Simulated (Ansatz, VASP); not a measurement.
**Hf: VASP beside Ansatz**

POSCAR

```
Hf
1.0
   -1.8952500000      1.8050000000      1.8050000000
    1.8952500000     -1.8050000000      1.8050000000
    1.8952500000      1.8050000000     -1.8050000000
Hf
1
Direct
    0.0000000000      0.0000000000      0.0000000000
```

Contents of INCAR.step1:

```
SYSTEM = Hf
ALGO = Normal
EDIFF = 1E-4
ENCUT = 520
GGA = PE
ISMEAR = 0
LASPH = .True.
LCHARG = .False.
LREAL = .False.
LWAVE = .True.
NBANDS = 11
NELM = 60
PREC = Accurate
SIGMA = 0.15
```

File INCAR.step2:

```
SYSTEM = Hf
ALGO = Normal
EDIFF = 1E-7
ENCUT = 520
ISIF = 2
ISMEAR = 0
ISTART = 1
LASPH = .True.
LCHARG = .True.
LELF = .True.
LMIXTAU = .True.
LREAL = .False.
LVHAR = .True.
LWAVE = .False.
METAGGA = R2SCAN
NBANDS = 11
NELM = 60
PREC = Accurate
SIGMA = 0.15
```

File KPOINTS:

```
k-points
0
Gamma
  18 18 18
  0 0 0
```

Input for Ansatz:

```yaml
crystal:
  lattice:
    - [-1.89525, 1.805, 1.805]
    - [1.89525, -1.805, 1.805]
    - [1.89525, 1.805, -1.805]
  atoms:
    - { symbol: Hf, position: [0.0, 0.0, 0.0] }
basis:
  ecutwfc: 500
kpoints:
  mp_grid: { grid: [18, 18, 18] }
hamiltonian:
  xc: r2scan
scf:
  occupations: { method: gaussian, width: 0.15 }
output:
  forces: true
  stress: true
  eigenvalues: true
```

Change from the starting cell: strain +0.0500 x Voigt [1, 0, 0, 0, 0, 0], atoms carried along.

Alike in both runs: task single point; functional r2SCAN; k mesh 18 × 18 × 18; occupations gaussian, width 0.15 eV; no spin polarisation.

|  | VASP | Ansatz |
| --- | --- | --- |
| version | VASP 6.6.1 | Ansatz 0.2.0 |
| potentials or method | VASP PAW PBE potentials, release 64 (Hf_pv), cutoff 520 eV | scalar-relativistic, plane waves, PAW |
| valence electrons in the cell | 10 | 26 |

VASP gave:

| Quantity | Value |
| --- | --- |
| gap on the k mesh at the Fermi level (eV) | none |
| pressure (GPa) | -9.5 |
| traceless stress, the component that is largest in VASP (GPa) | 2.11 |

Q: What did Ansatz give for the same quantities?

A: gap on the k mesh at the Fermi level (eV): none; pressure (GPa): -9.0; traceless stress, the component that is largest in VASP (GPa): 2.04.

VASP's potentials were made for PBE, not for r2SCAN. A gap of «none» marks a metal or a gap that the smearing closes. VASP's potentials hold 10 valence electrons a cell and Ansatz's 26, so a difference there can come from the potentials and not from the codes.

Neither program's run includes spin-orbit coupling.
